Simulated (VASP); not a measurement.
Input of a VASP 6.6.1 run:

Contents of INCAR:

```
PREC     = Accurate       # precision mode
ENCUT    = 520            # plane-wave cutoff, eV
EDIFF    = 1E-6           # SCF threshold, eV
ISMEAR   = -1             # smearing method
SIGMA    = 0.1            # smearing width, eV
LREAL    = F              # projectors in reciprocal space
LASPH    = T              # aspherical terms in the spheres
NELM     = 60             # most SCF steps
ALGO     = Normal         # electronic algorithm
ISIF     = 2              # what is computed and relaxed
LWAVE    = F              # write WAVECAR
LCHARG   = F              # write CHGCAR
GGA      = PE             # functional
NBANDS   = 13             # bands
```

The input KPOINTS:

```
Automatic mesh
0
Gamma
  19 19 19
```

The input POSCAR:

```
W
1.0
    2.6376587952      0.0000000000      0.0000000000
    0.0000000000      2.6376587952      0.0000000000
    0.0000000000      0.0000000000      2.6376587952
W
1
Direct
    0.0000000000      0.0000000000      0.0000000000
```

Potentials or basis: VASP PAW PBE potentials, release 64 (W_sv).

The run is started by

```bash
$ cat potpaw_PBE.64/W_sv/POTCAR > POTCAR
$ mpirun -np 1 vasp_std > vasp.out
```

Question: Predict the band gap on the k mesh.

Answer: Zero (bands 7 and 8 overlap by 2.70 eV).

Question: Predict the pressure.

Answer: 1.1 GPa.

Caveat: spin-orbit coupling is left out, which moves the levels of the heavy elements.
